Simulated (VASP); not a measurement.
# Si2W (I4/mmm) in VASP: single point with PBE

Aim: the single point of Si2W with PBE.

All numbers are computed with VASP 6.6.1; they aren't measurements. Logs are shortened: lines on timing, memory, paths and dates and some standing lists are left out, and cuts for length are marked.

## 1. The cell of the first run

Symmetry: I4/mmm, No. 139, tetragonal system. The conventional cell has a = 3.229 Å, b = 3.229 Å, c = 7.867 Å, α = 90.00°, β = 90.00°, γ = 90.00°. Si (site symmetry 4mm) has 9 Si at 2.60 to 3.23 Å and 5 W at 2.63 Å within 3.4 Å. W (site symmetry 4/mmm) has 10 Si at 2.63 Å and 4 W at 3.23 Å within 3.5 Å.

## 2. Single point, PBE

File INCAR:

```
ALGO = Normal
EDIFF = 1E-7
ENCUT = 520
GGA = PE
ISIF = 2
ISMEAR = 0
ISYM = 0
LASPH = True
LCHARG = False
LREAL = False
LWAVE = False
NBANDS = 18
NELM = 60
PREC = Accurate
SIGMA = 0.1
```

File KPOINTS:

```
k-points
0
Gamma
  11 8 12
```

File POSCAR:

```
Si2W
1.0
    3.2289953143      0.0000000000      0.0000000000
   -1.6144976572      4.2518640231      0.0000000000
    0.0000000000      1.2260987985      2.9871545786
Si W
2 1
Direct
    0.6654255943      0.3308511885      0.3345744057
    0.3345744057      0.6691488115      0.6654255943
    0.0000000000      0.0000000000      0.0000000000
```

Potentials or basis: VASP PAW PBE potentials, release 64 (Si, W_sv).

On the command line:

```
cat potpaw_PBE.64/Si/POTCAR potpaw_PBE.64/W_sv/POTCAR > POTCAR
mpirun -np 1 vasp_std > vasp.out
```

OUTCAR:

```text
EDIFF = 1E-7
   ENCUT = 520
   GGA = PE
   ISIF = 2
   ISMEAR = 0
   ISYM = 0
   LASPH = True
   LREAL = False
   NELM = 60
   PREC = Accurate

 ion  position               nearest neighbor table
   1  0.665  0.331  0.335-   2 2.60   3 2.63   3 2.63   3 2.63   3 2.63   3 2.63   2 2.64   2 2.64
                             2 2.64   2 2.64
   2  0.335  0.669  0.665-   1 2.60   3 2.63   3 2.63   3 2.63   3 2.63   3 2.63   1 2.64   1 2.64
                             1 2.64   1 2.64
   3  0.000  0.000  0.000-   1 2.63   2 2.63   1 2.63   2 2.63   1 2.63   2 2.63   2 2.63   1 2.63
                             2 2.63   1 2.63

IMPORTANT INFORMATION: All symmetrisations will be switched off!
NOSYMM: (Re-)initialisation of all symmetry stuff for point group C_1.

----------------------------------------------------------------------------------------

                                     Primitive cell

  volume of cell :      41.0114

  direct lattice vectors                    reciprocal lattice vectors
     3.228995314  0.000000000  0.000000000     0.309693853  0.117595482 -0.048267900
    -1.614497657  4.251864023  0.000000000     0.000000000  0.235190964 -0.096535801
     0.000000000  1.226098799  2.987154579     0.000000000  0.000000000  0.334766740

  length of vectors
     3.228995314  4.548071059  3.228995314     0.334766740  0.254232080  0.334766740

  position of ions in fractional coordinates (direct lattice)
     0.665425594  0.330851188  0.334574406
     0.334574406  0.669148812  0.665425594
     0.000000000  0.000000000  0.000000000

  ion indices of the primitive-cell ions
   primitive index   ion index
                 1           1
                 2           2
                 3           3

----------------------------------------------------------------------------------------

 KPOINTS: k-points

Automatic generation of k-mesh.
 Grid dimensions read from file:
 generate k-points for:   11    8   12

 Generating k-lattice:

  Cartesian coordinates                     Fractional coordinates (reciprocal lattice)
     0.028153987  0.010690498 -0.004387991     0.090909091  0.000000000  0.000000000
     0.000000000  0.029398871 -0.012066975     0.000000000  0.125000000  0.000000000
     0.000000000  0.000000000  0.027897228     0.000000000  0.000000000  0.083333333

  Length of vectors
     0.030433340  0.031779010  0.027897228

  Shift w.r.t. Gamma in fractional coordinates (k-lattice)
     0.000000000  0.000000000  0.000000000

 -----------------------------------------------------------------------------
|                                                                             |
|           W    W    AA    RRRRR   N    N  II  N    N   GGGG   !!!           |
|           W    W   A  A   R    R  NN   N  II  NN   N  G    G  !!!           |
|           W    W  A    A  R    R  N N  N  II  N N  N  G       !!!           |
|           W WW W  AAAAAA  RRRRR   N  N N  II  N  N N  G  GGG   !            |
|           WW  WW  A    A  R   R   N   NN  II  N   NN  G    G                |
|           W    W  A    A  R    R  N    N  II  N    N   GGGG   !!!           |
|                                                                             |
|     Your reciprocal lattice and k-lattice belong to different lattice       |
|     classes:                                                                |
|                                                                             |
|        The reciprocal lattice is body-centered tetragonal,                  |
|        whereas your k-lattice is triclinic.                                 |
|                                                                             |
|     Results are often still useful ...                                      |
|                                                                             |
 -----------------------------------------------------------------------------

 WARNING: IBZKPT: internal override: KBLOWUP is changed to .FALSE.
      ... skipping the blow-up phase ...

 Subroutine IBZKPT returns following result:
 ===========================================

 Found    530 irreducible k-points:

 Following reciprocal coordinates:
            Coordinates               Weight
  0.000000  0.000000  0.000000      1.000000
  0.090909  0.000000  0.000000      2.000000
  0.181818  0.000000  0.000000      2.000000
  0.272727  0.000000 -0.000000      2.000000
  0.363636  0.000000  0.000000      2.000000
  0.454545  0.000000  0.000000      2.000000
[... 16 lines left out ...]
  0.454545  0.250000  0.000000      2.000000
 -0.454545  0.250000  0.000000      2.000000
 [... further k-points ...]
   k-points           NKPTS =    530   k-points in BZ     NKDIM =    530   number of bands    NBANDS=     18
   number of dos      NEDOS =    301   number of ions     NIONS =      3
   total plane-waves  NPLWV =  20736
   dimension x,y,z NGX =    24 NGY =   36 NGZ =   24
   dimension x,y,z NGXF=    48 NGYF=   72 NGZF=   48
   ions per type =               2   1
   NGX,Y,Z   is equivalent  to a cutoff of  12.36, 13.16, 12.36 a.u.
   NGXF,Y,Z  is equivalent  to a cutoff of  24.71, 26.32, 24.71 a.u.
 SYSTEM =  unknown system
   PREC   = accura    normal or accurate (medium, high low for compatibility)
   ISTART =      0    job   : 0-new  1-cont  2-samecut
   ICHARG =      2    charge: 1-file 2-atom 10-const
   ISPIN  =      1    spin polarized calculation?
   LNONCOLLINEAR =      F non collinear calculations
   LSORBIT =      F    spin-orbit coupling
   LASPH  =      T    aspherical Exc in radial PAW
   ENCUT  =  520.0 eV  38.22 Ry    6.18 a.u.   6.00  8.46  6.00*2*pi/ulx,y,z
   NELM   =     60;   NELMIN=  2; NELMDL= -5     # of ELM steps
   EDIFF  = 0.1E-06   stopping-criterion for ELM
   LREAL  =      F    real-space projection
   EDIFFG = 0.1E-05   stopping-criterion for IOM
   NSW    =      0    number of steps for IOM
   IBRION =     -1    ionic relax: 0-MD 1-quasi-New 2-CG
   NFREE  =      0    steps in history (QN), initial steepest desc. (CG)
   ISIF   =      2    stress and relaxation
   ISYM   =      0    0-nonsym 1-usesym 2-fastsym
   POTIM  = 0.5000    time-step for ionic-motion
   TEBEG  =    0.0;   TEEND  =   0.0 temperature during run
   PSTRESS=    0.0 pullay stress
   NELECT =      22.0000    total number of electrons
   NUPDOWN=      -1.0000    fix difference up-down
   EMIN   =  10.00;   EMAX   =-10.00  energy-range for DOS
   EFERMI =   0.00;   METHOD = LEGACY
   ISMEAR =     0;   SIGMA  =   0.10  broadening in eV -4-tet -1-fermi 0-gaus
   EFERMI_NEDOS =   21; number of points for ismear=-14 and -15
   IALGO  =     38    algorithm
   IMIX   =      4    mixing-type and parameters
     AMIX     =   0.40;   BMIX     =  1.00
     AMIX_MAG =   1.60;   BMIX_MAG =  1.00
  volume/ion in A,a.u.               =      13.67        92.25
  Fermi-wavevector in a.u.,A,eV,Ry     =   1.330192  2.513698 24.074284  1.769410
  Thomas-Fermi vector in A             =   2.459297
   LORBIT       =      0    0 simple, 1 ext, 2 COOP (PROOUT), +10 PAW based schemes
   GGA     = PE    functional components
   LHFCALC =     F    Hartree Fock is set to
   AEXX    =    0.0000 exact exchange contribution
   IVDW    =     0    specifies the selected vdW correction
   LEPSILON=     F    determine dielectric tensor
   LRPA    =     F    only Hartree local field effects (RPA)
 non-spin polarized calculation
 Gauss-broadening in eV      SIGMA  =   0.10
  energy-cutoff  :      520.00
  volume of cell :       41.01
 maximum number of plane-waves:      1131
   NGX = 13   NGY = 17   NGZ = 13

 number of electron      21.9999998 magnetization

 Free energy of the ion-electron system (eV)
  ---------------------------------------------------
  ext. energy  EPLUGINS =         0.00000000
  ---------------------------------------------------
  free energy    TOTEN  =       -24.81501764 eV

  energy without entropy =      -24.81341901  energy(sigma->0) =      -24.81421833

 E-fermi :  11.7744     XC(G=0): -12.4613

 val. band max:       11.7670434490   @ k =  -0.0909   0.3750   0.0000
 cond. band min:      11.7901814892   @ k =   0.0909   0.0000   0.0000
 fundamental gap:      0.0231380403
 Fermi energy:        11.7744060000

 k-point     1 :       0.0000    0.0000    0.0000
  band No.  band energies     occupation
      1     -62.1280      2.00000
      2     -26.3732      2.00000
      3     -26.3625      2.00000
      4     -26.3617      2.00000
      5      -2.2024      2.00000
      6       4.9981      2.00000
[... 10 lines left out ...]
     17      17.3568      0.00000
     18      17.3571      0.00000

 k-point     2 :       0.0909    0.0000    0.0000
  band No.  band energies     occupation
      1     -62.1274      2.00000
      2     -26.3783      2.00000
      3     -26.3720      2.00000
      4     -26.3609      2.00000
      5      -2.0468      2.00000
      6       5.0032      2.00000
[... 10 lines left out ...]
     17      17.3823      0.00000
     18      17.9089      0.00000

 k-point     3 :       0.1818    0.0000    0.0000
  band No.  band energies     occupation
      1     -62.1259      2.00000
      2     -26.4223      2.00000
      3     -26.3687      2.00000
      4     -26.3569      2.00000
      5      -1.5889      2.00000
      6       4.9392      2.00000
[... 10 lines left out ...]
     17      17.8329      0.00000
     18      19.1475      0.00000

 k-point     4 :       0.2727    0.0000   -0.0000
  band No.  band energies     occupation
      1     -62.1240      2.00000
      2     -26.4795      2.00000
      3     -26.3643      2.00000
      4     -26.3517      2.00000
      5      -0.8548      2.00000
      6       4.5272      2.00000
[... 375 lines left out ...]
      4     -26.3471      2.00000
      5       1.2398      2.00000
      6       2.7845      2.00000
[... 10 lines left out ...]
     17      17.7198      0.00000
     18      19.6130      0.00000

 k-point    23 :       0.4545    0.2500    0.0000
  band No.  band energies     occupation
      1     -62.1211      2.00000
      2     -26.5622      2.00000
      3     -26.3592      2.00000
      4     -26.3440      2.00000
      5       2.0120      2.00000
      6       2.1284      2.00000
[... 10 lines left out ...]
     17      18.3266      0.00000
     18      19.8421      0.00000

 k-point    24 :      -0.4545    0.2500    0.0000
  band No.  band energies     occupation
      1     -62.1211      2.00000
      2     -26.5621      2.00000
      3     -26.3570      2.00000
      4     -26.3439      2.00000
      5       0.8561      2.00000
      6       3.0333      2.00000
[... 10 lines left out ...]
     17      18.6746      0.00000
     18      19.6445      0.00000

 [... further k-points ...]
[... 5 lines left out ...]
  --------------------------------------------------------------------------------------
  -------------------------------------------------------------------------------------
  Total        0.0180841      0.0431678      0.0269756     -0.0020064     -0.0049585     -0.0029572
  in kB        0.7064842      1.6864195      1.0538479     -0.0783815     -0.1937128     -0.1155290
  external PRESSURE =       1.1489172 kB  Pullay stress =       0.0000000 kB

 VOLUME and BASIS-vectors are now :
 -----------------------------------------------------------------------------
  energy-cutoff  :      520.00
  volume of cell :       41.01
      direct lattice vectors                 reciprocal lattice vectors
     3.228995314  0.000000000  0.000000000     0.309693853  0.117595482 -0.048267900
    -1.614497657  4.251864023  0.000000000     0.000000000  0.235190964 -0.096535801
     0.000000000  1.226098799  2.987154579     0.000000000  0.000000000  0.334766740

 POSITION                                       TOTAL-FORCE (eV/Angst)
 -----------------------------------------------------------------------------------
      1.61450      1.81696      0.99943        -0.001208      0.019468     -0.006713
     -0.00000      3.66101      1.98773         0.001208     -0.019468      0.006713
      0.00000      0.00000      0.00000         0.000000     -0.000000      0.000000
 -----------------------------------------------------------------------------------
    total drift:                               -0.000000     -0.000000      0.000000

  FREE ENERGIE OF THE ION-ELECTRON SYSTEM (eV)
  ---------------------------------------------------
  free  energy   TOTEN  =       -24.8150176447 eV

  energy  without entropy=      -24.8134190097  energy(sigma->0) =      -24.81421833
```

Run time: 2.8 min. Hardware: 1 thread of Intel Xeon Platinum 8488C (Sapphire Rapids), shared host; peak memory 0.44 GiB.

What came out:

- Free energy: -24.8150 eV
- Pressure: 0.1 GPa
- Largest force: 0.021 eV/Å
- Band gap on the k mesh: zero (bands 11 and 12 overlap by 1.24 eV)

Forces in eV/Å, atoms in the order of the input:
```
Si  -0.001  0.019 -0.007
Si   0.001 -0.019  0.007
W    0.000  0.000  0.000
```

Caveat: spin-orbit coupling is left out, which moves the levels of the heavy elements.

The gap in the log of VASP goes by the Fermi energy; the results here count the filled bands.